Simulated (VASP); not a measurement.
The system is Hf.

```
Hf
1.0
    -1.76749    1.76749    1.76749
     1.76749   -1.76749    1.76749
     1.76749    1.76749   -1.76749
Hf
1
Direct
  0.00000 0.00000 0.00000
```

Base run:

```yaml
Program: VASP 6.6.1
Functional: PBEsol
Potentials_or_basis: VASP PAW PBE potentials, release 64 (Hf_pv)
Cutoff: 520 eV
k_mesh: 14 × 14 × 14
Occupations: fermi-dirac, width 0.05 eV
Spin: no spin polarisation
```

Its results: band gap on the k mesh zero (band 5 reaches 6.02 eV, above the bottom of band 6 at 3.74 eV); pressure -4.1 GPa.

Question: The run is repeated on the same cell with these changes: functional from PBEsol to LDA; potentials or basis from VASP PAW PBE potentials, release 64 (Hf_pv) to VASP PAW LDA potentials, release 64 (Hf_pv). What comes out?

Answer: Band gap on the k mesh zero (band 5 reaches 5.99 eV, above the bottom of band 6 at 3.78 eV); pressure -7.9 GPa.

Caveats: spin-orbit coupling is left out, which moves the levels of the heavy elements; the PAW data sets were made with another functional, which shifts forces and pressure a little (some runs).
